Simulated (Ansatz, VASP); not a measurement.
## One calculation of Ti, two programs

```
CELL_PARAMETERS angstrom
-1.48080 1.48080 1.48080
1.48080 -1.48080 1.48080
1.48080 1.48080 -1.48080
ATOMIC_POSITIONS crystal
Ti 0.00000 0.00000 0.00000
```

Change from the starting cell: volume scaled by 0.75, LAPW.

Alike in both runs: task single point; functional PBE; k mesh 16 × 16 × 16; occupations fermi-dirac, width 0.1 eV; no spin polarisation.

```csv
,VASP,Ansatz
version,VASP 6.6.1,Ansatz 0.2.0
potentials or method,"VASP PAW PBE potentials, release 64 (Ti_sv), cutoff 520 eV","all-electron LAPW, scalar-relativistic"
```

Ansatz gave:

- pressure (GPa): 47.8

Q: Estimate VASP's values.

A: Pressure (GPa): 46.9.

Both programs put the cell under a high pressure, so it lies far from rest at this level. Ansatz ran all-electron here, and VASP with PAW potentials.
